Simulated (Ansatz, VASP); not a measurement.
MnO: VASP beside Ansatz

INCAR

```
PREC = Accurate
ENCUT = 520
EDIFF = 1E-7
ISMEAR = -1
SIGMA = 0.05
LREAL = False
LASPH = True
NELM = 150
ALGO = Normal
ISIF = 2
LWAVE = False
LCHARG = False
ISPIN = 2
MAGMOM = 4 0
LORBIT = 11
LMAXMIX = 4
GGA = PS
IVDW = 13
NBANDS = 20
```

KPOINTS

```
Automatic mesh
0
Gamma
  10 10 10
```

POSCAR

```
MnO
1.0
    0.0000000000      2.1785090927      2.1785090927
    2.1785090927      0.0000000000      2.1785090927
    2.1785090927      2.1785090927      0.0000000000
Mn O
1 1
Direct
    0.0000000000      0.0000000000      0.0000000000
    0.5000000000      0.5000000000      0.5000000000
```

File input.yaml:

```yaml
crystal:
  lattice:
    - [0.0, 2.1785090927, 2.1785090927]
    - [2.1785090927, 0.0, 2.1785090927]
    - [2.1785090927, 2.1785090927, 0.0]
  atoms:
    - { symbol: Mn, position: [0.0, 0.0, 0.0], spin: 4.0 }
    - { symbol: O, position: [0.5, 0.5, 0.5] }
hamiltonian:
  xc: pbesol
  pseudopotentials: { kind: paw }
  dispersion: d4
magnetization:
  spin_polarized: true
kpoints:
  mp_grid: { grid: [10, 10, 10] }
scf:
  occupations: { method: fermi_dirac, width: 0.05 }
output:
  forces: true
  stress: true
  eigenvalues: true
```

Alike in both runs: task single point; functional PBEsol; dispersion D4; k mesh 10 × 10 × 10; occupations fermi-dirac, width 0.05 eV; collinear spin.

|  | VASP | Ansatz |
| --- | --- | --- |
| version | VASP 6.6.1 | Ansatz 0.2.0 |
| potentials or method | VASP PAW PBE potentials, release 64 (Mn_pv, O) | Ansatz PAW |
| plane-wave cutoff (eV) | 520 | 420 |
| valence electrons in the cell | 19 | 21 |

VASP gave:

```
gap on the k mesh at the Fermi level (eV)                     : none
pressure (GPa)                                                : -3.1
net moment per atom (μB)                                      : 2.27
size of the moment on the site where the two differ most (μB) : 4.14
```

Question: Which values does Ansatz return?

Answer: gap on the k mesh at the Fermi level (eV): none; pressure (GPa): -3.5; net moment per atom (μB): 2.26; size of the moment on the site where the two differ most (μB): 3.83.

VASP's potentials were made for PBE, not for PBEsol. Site moments also hang on the region over which each program counts them. A gap of «none» marks a metal or a gap that the smearing closes. VASP's potentials hold 19 valence electrons a cell and Ansatz's 21, so a difference there can come from the potentials and not from the codes.
